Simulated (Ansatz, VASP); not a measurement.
## Two plane-wave programs on CsAg3O2

```
Cs Ag O
1.0
     5.85153    0.00000    0.00000
    -2.92577    5.06758    0.00000
     0.00000    0.00000    4.43595
Cs Ag O
1 3 2
Direct
  0.00000 0.00000 0.00000
  0.00000 0.50000 0.50000
  0.50000 0.50000 0.50000
  0.50000 0.00000 0.50000
  0.66667 0.33333 0.00000
  0.33333 0.66667 0.00000
```

Change from the starting cell: species swapped into the TbAl3Cu2 type (P6/mmm, No. 191).

Alike in both runs: task single point; functional PBE; k mesh 3 × 3 × 4; occupations gaussian, width 0.1 eV; collinear spin.

```csv
,VASP,Ansatz
version,VASP 6.6.1,Ansatz 0.2.0
potentials or method,"VASP PAW PBE potentials, release 64 (Cs_sv, Ag, O), cutoff 520 eV","scalar-relativistic, plane waves, PAW"
valence electrons in the cell,54,78
```

```tsv
	VASP	Ansatz	Ansatz less VASP
gap on the k mesh at the Fermi level (eV)	none	none	-
pressure (GPa)	-6.8	-6.8	+0.01
traceless stress, the component that is largest in VASP (GPa)	-6.83	-6.83	+0.003
net moment per atom (μB)	0.06	0.06	0.000
size of the moment on the site where the two differ most (μB)	0.15	0.18	+0.029
```

Site moments also hang on the region over which each program counts them. A gap of «none» marks a metal or a gap that the smearing closes. VASP's potentials hold 54 valence electrons a cell and Ansatz's 78, so a difference there can come from the potentials and not from the codes.

The k mesh is coarse, so the values compare programs but aren't converged. Spin-orbit coupling is off throughout.
